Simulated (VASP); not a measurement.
# Ti2NbC3 (P6/mmm) in VASP: a series of runs

Runs on Ti2NbC3. Level: PBE. Tasks: relaxation of cell and atoms, single point.

Everything below comes from runs of VASP 6.6.1. Logs are shortened: lines on timing, memory, paths and dates and some standing lists are left out, and cuts for length are marked.

## Step 1: The cell of the first run

Symmetry: P6/mmm, No. 191, hexagonal system. The conventional cell has a = 4.545 Å, b = 4.545 Å, c = 5.554 Å, α = 90.00°, β = 90.00°, γ = 120.00°. Ti (site symmetry -6m2) has 3 Ti at 2.62 Å and 6 C at 3.07 Å within 3.5 Å. Nb (site symmetry 6/mmm) has 6 C at 2.27 Å within 3.0 Å. C (site symmetry mmm) has 4 C at 2.27 Å and 2 Nb at 2.27 Å and 4 Ti at 3.07 Å within 3.1 Å.

The cell was built from a structure type or drawn by symmetry, and may not be a known phase.

## Step 2: Relaxation of cell and atoms, PBE

Input file INCAR:

```
SYSTEM = Ti2NbC3
  PREC = Accurate
  ENCUT = 600
  EDIFF = 1E-6
  ISMEAR = 0
  SIGMA = 0.1
  LREAL = .FALSE.
  LASPH = .TRUE.
  NELM = 60
  ALGO = Normal
  ISIF = 3
  LWAVE = .FALSE.
  LCHARG = .FALSE.
  GGA = PE
  IBRION = 2
  NSW = 90
  EDIFFG = -0.04
```

Input file KPOINTS:

```
regular mesh
0
G
  6 6 4
  0 0 0
```

Input file POSCAR:

```
Ti2NbC3
1.0
    4.5445491900      0.0000000000      0.0000000000
   -2.2722745900      3.9356950400      0.0000000000
    0.0000000000      0.0000000000      5.5540642900
Ti Nb C
2 1 3
Direct
    0.3333333300      0.6666666700      0.0000000000
    0.6666666700      0.3333333300      0.0000000000
    0.0000000000      0.0000000000      0.5000000000
    0.5000000000      0.0000000000      0.5000000000
    0.0000000000      0.5000000000      0.5000000000
    0.5000000000      0.5000000000      0.5000000000
```

Potentials or basis: VASP PAW PBE potentials, release 64 (Ti_sv, Nb_sv, C).

The run is started by

```bash
$ cat potpaw_PBE.64/Ti_sv/POTCAR potpaw_PBE.64/Nb_sv/POTCAR potpaw_PBE.64/C/POTCAR > POTCAR
$ mpirun -np 1 vasp_std > vasp.out
```

OUTCAR:

```text
SYSTEM = Ti2NbC3
   PREC = Accurate
   ENCUT = 600
   EDIFF = 1E-6
   ISMEAR = 0
   LREAL = .FALSE.
   LASPH = .TRUE.
   NELM = 60
   ISIF = 3
   GGA = PE
   IBRION = 2
   NSW = 90
   EDIFFG = -0.04

 ion  position               nearest neighbor table
   1  0.333  0.667  0.000-   2 2.62   2 2.62   2 2.62
   2  0.667  0.333  0.000-   1 2.62   1 2.62   1 2.62
   3  0.000  0.000  0.500-   5 2.27   5 2.27   6 2.27   6 2.27   4 2.27   4 2.27
   4  0.500  0.000  0.500-   3 2.27   3 2.27
   5  0.000  0.500  0.500-   3 2.27   3 2.27
   6  0.500  0.500  0.500-   3 2.27   3 2.27

  LATTYP: Found a hexagonal cell.
 ALAT       =     4.5445491900
 C/A-ratio  =     1.2221375670

  Lattice vectors:

 A1 = (   4.5445491900,   0.0000000000,   0.0000000000)
 A2 = (  -2.2722745900,   3.9356950400,   0.0000000000)
 A3 = (   0.0000000000,   0.0000000000,   5.5540642900)

Analysis of symmetry for initial positions (statically):
=====================================================================
 Subroutine PRICEL returns:
 Original cell was already a primitive cell.

 Routine SETGRP: Setting up the symmetry group for a
 hexagonal supercell.

 Subroutine GETGRP returns: Found 24 space group operations
 (whereof 24 operations were pure point group operations)
 out of a pool of 24 trial point group operations.

The static configuration has the point symmetry D_6h.

Analysis of symmetry for dynamics (positions and initial velocities):
=====================================================================
 Subroutine PRICEL returns:
 Original cell was already a primitive cell.

 Routine SETGRP: Setting up the symmetry group for a
 hexagonal supercell.

 Subroutine GETGRP returns: Found 24 space group operations
 (whereof 24 operations were pure point group operations)
 out of a pool of 24 trial point group operations.

The dynamic configuration has the point symmetry D_6h.

 Subroutine INISYM returns: Found 24 space group operations
 (whereof 24 operations are pure point group operations),
 and found     1 'primitive' translations

----------------------------------------------------------------------------------------

                                     Primitive cell

  volume of cell :      99.3398

  direct lattice vectors                    reciprocal lattice vectors
     4.544549190  0.000000000  0.000000000     0.220043828  0.127042363  0.000000000
    -2.272274590  3.935695040  0.000000000     0.000000000  0.254084727  0.000000000
     0.000000000  0.000000000  5.554064290     0.000000000  0.000000000  0.180048330

  length of vectors
     4.544549190  4.544549181  5.554064290     0.254084727  0.254084727  0.180048330

  position of ions in fractional coordinates (direct lattice)
     0.333333330  0.666666670  0.000000000
     0.666666670  0.333333330  0.000000000
     0.000000000  0.000000000  0.500000000
     0.500000000  0.000000000  0.500000000
     0.000000000  0.500000000  0.500000000
     0.500000000  0.500000000  0.500000000

  ion indices of the primitive-cell ions
   primitive index   ion index
                 1           1
                 2           2
                 3           3
                 4           4
                 5           5
                 6           6

----------------------------------------------------------------------------------------

 KPOINTS: regular mesh

Automatic generation of k-mesh.
 Grid dimensions read from file:
 generate k-points for:    6    6    4

 Generating k-lattice:

  Cartesian coordinates                     Fractional coordinates (reciprocal lattice)
     0.036673971  0.021173727  0.000000000     0.166666667  0.000000000  0.000000000
     0.000000000  0.042347455  0.000000000     0.000000000  0.166666667  0.000000000
     0.000000000  0.000000000  0.045012082     0.000000000  0.000000000  0.250000000

  Length of vectors
     0.042347454  0.042347455  0.045012082

  Shift w.r.t. Gamma in fractional coordinates (k-lattice)
     0.000000000  0.000000000  0.000000000

 Subroutine IBZKPT returns following result:
 ===========================================

 Found     21 irreducible k-points:

 Following reciprocal coordinates:
            Coordinates               Weight
  0.000000  0.000000  0.000000      1.000000
  0.166667  0.000000  0.000000      6.000000
  0.333333 -0.000000  0.000000      6.000000
  0.500000  0.000000  0.000000      3.000000
  0.166667  0.166667  0.000000      6.000000
  0.333333  0.166667  0.000000     12.000000
[... 13 lines left out ...]
  0.333333  0.166667  0.500000     12.000000
  0.333333  0.333333  0.500000      2.000000
   k-points           NKPTS =     21   k-points in BZ     NKDIM =     21   number of bands    NBANDS=     29
   number of dos      NEDOS =    301   number of ions     NIONS =      6
   total plane-waves  NPLWV =  62208
   dimension x,y,z NGX =    36 NGY =   36 NGZ =   48
   dimension x,y,z NGXF=    72 NGYF=   72 NGZF=   96
   ions per type =               2   1   3
   NGX,Y,Z   is equivalent  to a cutoff of  13.17, 13.17, 14.37 a.u.
   NGXF,Y,Z  is equivalent  to a cutoff of  26.34, 26.34, 28.74 a.u.
 SYSTEM =  Ti2NbC3
   PREC   = accura    normal or accurate (medium, high low for compatibility)
   ISTART =      0    job   : 0-new  1-cont  2-samecut
   ICHARG =      2    charge: 1-file 2-atom 10-const
   ISPIN  =      1    spin polarized calculation?
   LNONCOLLINEAR =      F non collinear calculations
   LSORBIT =      F    spin-orbit coupling
   LASPH  =      T    aspherical Exc in radial PAW
   ENCUT  =  600.0 eV  44.10 Ry    6.64 a.u.   9.08  9.08 11.09*2*pi/ulx,y,z
   NELM   =     60;   NELMIN=  2; NELMDL= -5     # of ELM steps
   EDIFF  = 0.1E-05   stopping-criterion for ELM
   LREAL  =      F    real-space projection
   EDIFFG = -.4E-01   stopping-criterion for IOM
   NSW    =     90    number of steps for IOM
   IBRION =      2    ionic relax: 0-MD 1-quasi-New 2-CG
   NFREE  =      1    steps in history (QN), initial steepest desc. (CG)
   ISIF   =      3    stress and relaxation
   ISYM   =      2    0-nonsym 1-usesym 2-fastsym
   POTIM  = 0.5000    time-step for ionic-motion
   TEBEG  =    0.0;   TEEND  =   0.0 temperature during run
   PSTRESS=    0.0 pullay stress
   NELECT =      49.0000    total number of electrons
   NUPDOWN=      -1.0000    fix difference up-down
   EMIN   =  10.00;   EMAX   =-10.00  energy-range for DOS
   EFERMI =   0.00;   METHOD = LEGACY
   ISMEAR =     0;   SIGMA  =   0.10  broadening in eV -4-tet -1-fermi 0-gaus
   EFERMI_NEDOS =   21; number of points for ismear=-14 and -15
   IALGO  =     38    algorithm
   IMIX   =      4    mixing-type and parameters
     AMIX     =   0.40;   BMIX     =  1.00
     AMIX_MAG =   1.60;   BMIX_MAG =  1.00
  volume/ion in A,a.u.               =      16.56       111.73
  Fermi-wavevector in a.u.,A,eV,Ry     =   1.293498  2.444357 22.764417  1.673137
  Thomas-Fermi vector in A             =   2.425140
   LORBIT       =      0    0 simple, 1 ext, 2 COOP (PROOUT), +10 PAW based schemes
   GGA     = PE    functional components
   LHFCALC =     F    Hartree Fock is set to
   AEXX    =    0.0000 exact exchange contribution
   IVDW    =     0    specifies the selected vdW correction
   LEPSILON=     F    determine dielectric tensor
   LRPA    =     F    only Hartree local field effects (RPA)
 conjugate gradient relaxation of ions
 non-spin polarized calculation
 Gauss-broadening in eV      SIGMA  =   0.10
  energy-cutoff  :      600.00
  volume of cell :       99.34
 maximum number of plane-waves:      3365
   NGX = 19   NGY = 19   NGZ = 23

--------------------------------------- Ionic step        1  -------------------------------------------

 number of electron      49.0000002 magnetization

 Free energy of the ion-electron system (eV)
  ---------------------------------------------------
  ext. energy  EPLUGINS =         0.00000000
  ---------------------------------------------------
  free energy    TOTEN  =       -43.14666806 eV

  energy without entropy =      -43.09901553  energy(sigma->0) =      -43.12284179

------------------------ aborting loop because EDIFF is reached ----------------------------------------

  FORCE on cell =-STRESS in cart. coord.  units (eV):
  Direction    XX          YY          ZZ          XY          YZ          ZX
  --------------------------------------------------------------------------------------
  -------------------------------------------------------------------------------------
  Total       -9.3054291     -9.3054291    -23.4418391     -0.0000000     -0.0000000      0.0000000
  in kB     -150.0803509   -150.0803503   -378.0760025     -0.0000002     -0.0000000      0.0000000
  external PRESSURE =    -226.0789013 kB  Pullay stress =       0.0000000 kB
[... 25 lines left out ...]
  energy  without entropy=      -43.0990155317  energy(sigma->0) =      -43.12284179

--------------------------------------- Ionic step        2  -------------------------------------------

 number of electron      49.0000000 magnetization

 E-fermi :   9.8951     XC(G=0): -12.2917

 val. band max:        9.8927879880   @ k =   0.1667   0.0000   0.0000
 cond. band min:       9.9186807680   @ k =   0.1667   0.0000   0.0000
 fundamental gap:      0.0258927800
 Fermi energy:         9.8950646198

 k-point     1 :       0.0000    0.0000    0.0000
  band No.  band energies     occupation
      1     -47.0520      2.00000
      2     -46.6314      2.00000
      3     -45.1544      2.00000
      4     -23.6314      2.00000
      5     -23.6314      2.00000
      6     -23.4548      2.00000
[... 734 lines left out ...]
  FREE ENERGIE OF THE ION-ELECTRON SYSTEM (eV)
  ---------------------------------------------------
  free  energy   TOTEN  =       -48.5959937589 eV

  energy  without entropy=      -48.5774142966  energy(sigma->0) =      -48.58670403

[... ionic steps 4 to 11 ...]

--------------------------------------- Ionic step       12  -------------------------------------------

 number of electron      49.0000000 magnetization

------------------------ aborting loop because EDIFF is reached ----------------------------------------

  FORCE on cell =-STRESS in cart. coord.  units (eV):
  Direction    XX          YY          ZZ          XY          YZ          ZX
  --------------------------------------------------------------------------------------
  -------------------------------------------------------------------------------------
  Total       -0.4606963     -0.4606963     -0.1782900     -0.0000000     -0.0000000     -0.0000000
  in kB      -11.3981072    -11.3981072     -4.4110817     -0.0000000     -0.0000000     -0.0000000
  external PRESSURE =      -9.0690987 kB  Pullay stress =       0.0000000 kB
[... 65 lines left out ...]
  energy  without entropy=      -54.2283703510  energy(sigma->0) =      -54.23152454

--------------------------------------- Ionic step       14  -------------------------------------------

 number of electron      49.0000002 magnetization

 Free energy of the ion-electron system (eV)
  ---------------------------------------------------
  ext. energy  EPLUGINS =         0.00000000
  ---------------------------------------------------
  free energy    TOTEN  =       -54.23572339 eV

  energy without entropy =      -54.22963795  energy(sigma->0) =      -54.23268067

 E-fermi :  10.3574     XC(G=0): -12.7148

 val. band max:       10.2493827808   @ k =   0.3333  -0.0000   0.2500
 cond. band min:      10.4406782156   @ k =   0.1667   0.0000   0.2500
 fundamental gap:      0.1912954348
 Fermi energy:        10.3573839732

 k-point     1 :       0.0000    0.0000    0.0000
  band No.  band energies     occupation
      1     -46.2735      2.00000
      2     -46.1572      2.00000
      3     -45.1665      2.00000
      4     -22.7382      2.00000
      5     -22.7382      2.00000
      6     -22.5787      2.00000
[... 694 lines left out ...]
  FREE ENERGIE OF THE ION-ELECTRON SYSTEM (eV)
  ---------------------------------------------------
  free  energy   TOTEN  =       -54.2357233908 eV

  energy  without entropy=      -54.2296379490  energy(sigma->0) =      -54.23268067

 reached required accuracy - stopping structural energy minimisation
```

It took 30 min on 1 thread of Intel Xeon 8259CL, shared host; peak memory 0.31 GiB.

Results:

```yaml
Free_energy: -54.2357 eV
Relaxed_volume: 10.77 Å³/atom
Relaxed_cell: a = 4.795 Å, b = 4.795 Å, c = 3.245 Å, α = 90.00°, β = 90.00°, γ = 120.00°
Space_group_after_relaxing_to_0.1_Å: P6/mmm (No. 191)
Energy_gained_by_relaxing: 1848.2 meV/atom
Ionic_steps: 14
Pressure_after_relaxing: -0.5 GPa
Band_gap_on_the_k_mesh: zero (an odd number of electrons rules out a gap without spin polarisation)
```

Stress tensor (GPa, compression positive):
```
-0.45  0.00  0.00
 0.00 -0.45  0.00
 0.00  0.00 -0.57
```

Step by step:
```
step  energy change (eV)  largest force (eV/Å)  pressure (GPa)  volume (Å³)
   1              0.0000                0.0000          -22.61        99.34
   2             -4.9603                0.0000            3.64        69.00
   3             -5.4493                0.0000           19.46        63.25
   4             -7.5221                0.0000           33.74        57.98
   5             -8.0823                0.0000           51.23        54.83
   6             -9.9218                0.0000           20.61        59.30
   7            -10.7291                0.0000           -0.96        64.09
   8            -10.8379                0.0000           -7.76        66.14
   9            -10.8499                0.0000          -10.24        67.00
  10            -11.0201                0.0000           -6.21        65.94
  11            -11.0866                0.0000           -1.72        64.94
  12            -11.0881                0.0000           -0.91        64.76
  13            -11.0880                0.0000           -1.10        64.80
  14            -11.0891                0.0000           -0.49        64.61
```

Final structure:
```
CELL_PARAMETERS angstrom
4.79458 0.00000 0.00000
-2.39729 4.15223 0.00000
0.00000 0.00000 3.24520
ATOMIC_POSITIONS crystal
Ti 0.33333 0.66667 0.00000
Ti 0.66667 0.33333 0.00000
Nb 0.00000 0.00000 0.50000
C 0.50000 0.00000 0.50000
C 0.00000 0.50000 0.50000
C 0.50000 0.50000 0.50000
```

Caveat: the volume moved by over 15 % at a fixed basis, so the end points are rough.

## Step 3: Single point, PBE, collinear spin

This run uses another cell than the first one, of 10.78 Å³/atom.

Input file INCAR:

```
SYSTEM = Ti2NbC3
PREC = Accurate
ENCUT = 520
EDIFF = 1E-6
ISMEAR = 0
SIGMA = 0.1
LREAL = .FALSE.
LASPH = .TRUE.
NELM = 150
ALGO = Normal
ISIF = 2
LWAVE = .FALSE.
LCHARG = .FALSE.
ISPIN = 2
MAGMOM = 1 1 1 0 0 0
LORBIT = 11
LMAXMIX = 4
GGA = PE
NBANDS = 38
```

Input file KPOINTS:

```
regular mesh
0
G
  6 6 6
  0 0 0
```

Input file POSCAR:

```
Ti2NbC3
1.0
    4.8129194590      0.0000000000      0.0000000000
   -2.4064597295      4.1681105178      0.0000000000
    0.0000000000      0.0000000000      3.2241463215
Ti Nb C
2 1 3
Direct
    0.3333333333      0.6666666667      0.0000000000
    0.6666666667      0.3333333333      0.0000000000
    0.0000000000      0.0000000000      0.5000000000
    0.5000000000      0.0000000000      0.5000000000
    0.0000000000      0.5000000000      0.5000000000
    0.5000000000      0.5000000000      0.5000000000
```

Potentials or basis: VASP PAW PBE potentials, release 64 (Ti_sv, Nb_sv, C).

The run is started by

```bash
$ cat potpaw_PBE.64/Ti_sv/POTCAR potpaw_PBE.64/Nb_sv/POTCAR potpaw_PBE.64/C/POTCAR > POTCAR
$ mpirun -np 1 vasp_std > vasp.out
```

It took 4.1 min on 1 thread of Intel Xeon 8259CL, shared host; peak memory 0.26 GiB.

Results (log left out):

```yaml
Free_energy: -54.1484 eV
Pressure: 0.0 GPa
Net_moment: 0.00 μB per cell
Valence_electrons_inside_the_program's_atomic_spheres: Ti 10.54; Nb 10.45; C 2.35
```

Stress tensor (GPa, compression positive):
```
-0.09  0.00  0.00
 0.00 -0.09  0.00
 0.00  0.00  0.20
```

Levels at points of the mesh, in eV from the Fermi level:
Spin up:
```csv
k point,band 21,band 22,band 23,band 24,band 25,band 26,band 27,band 28
"(0.00, 0.00, 0.00)",-3.32,-1.39,0.08,0.31,0.31,0.43,0.43,1.48
"(0.50, 0.00, 0.00)",-2.88,-2.77,-2.45,-2.34,1.48,1.60,1.73,2.00
"(0.00, 0.00, 0.50)",-2.93,-2.48,-2.48,1.02,1.65,1.65,1.81,1.81
"(0.50, 0.00, 0.50)",-2.53,-1.91,-1.59,-0.99,-0.73,0.23,0.77,1.83
```
Spin down:
```tsv
k point	band 20	band 21	band 22	band 23	band 24	band 25	band 26	band 27	band 28	band 29
(0.00, 0.00, 0.00)	-3.32	-3.32	-1.39	0.08	0.31	0.31	0.43	0.43	1.48	1.48
(0.50, 0.00, 0.00)	-2.99	-2.88	-2.77	-2.45	-2.34	1.48	1.60	1.73	2.00	2.03
(0.00, 0.00, 0.50)	-2.93	-2.93	-2.48	-2.48	1.02	1.65	1.65	1.81	1.81	2.34
(0.50, 0.00, 0.50)	-3.22	-2.53	-1.91	-1.59	-0.99	-0.73	0.23	0.77	1.83	2.21
```
